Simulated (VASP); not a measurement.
Here is a VASP 6.6.1 calculation.

File POSCAR:

```
Y
1.0
    0.0000000000      2.2862000000      2.4850000000
    2.2862000000      0.0000000000      2.4850000000
    2.2862000000      2.2862000000      0.0000000000
Y
1
Direct
    0.0000000000      0.0000000000      0.0000000000
```

The input INCAR.step1:

```
PREC = Accurate
ENCUT = 520
ISMEAR = 0
SIGMA = 0.15
LREAL = F
LASPH = T
NELM = 100
NBANDS = 12
GGA = PE
ALGO = Normal
EDIFF = 1E-4
LWAVE = T
LCHARG = F
```

File INCAR.step2:

```
PREC = Accurate
ENCUT = 520
EDIFF = 1E-7
ISMEAR = 0
SIGMA = 0.15
LREAL = F
LASPH = T
NELM = 100
ALGO = Normal
ISIF = 2
LWAVE = F
LCHARG = F
METAGGA = R2SCAN
LMIXTAU = T
NBANDS = 12
ISTART = 1
```

The input KPOINTS:

```
regular mesh
0
Gamma
  16 16 16
```

Potentials or basis: VASP PAW PBE potentials, release 64 (Y_sv).

Launch:

```sh
$ cat potpaw_PBE.64/Y_sv/POTCAR > POTCAR
$ cp INCAR.step1 INCAR
$ mpirun -np 1 vasp_std > vasp.out
$ cp INCAR.step2 INCAR
$ mpirun -np 1 vasp_std > vasp.out
```

Question: Estimate the band gap on the k mesh.

Answer: Zero (an odd number of electrons rules out a gap without spin polarisation).

Question: Predict the pressure.

Answer: 13.4 GPa.

Stress tensor (GPa, compression positive):
```
13.94  0.00  0.00
 0.00 13.94  0.00
 0.00  0.00 12.36
```

Caveat: the cell differs from its parent crystal (strain -0.080 along x and y, +0.000 along z); the cell stands under pressure; the PAW data sets were made with another functional, which shifts forces and pressure a little.
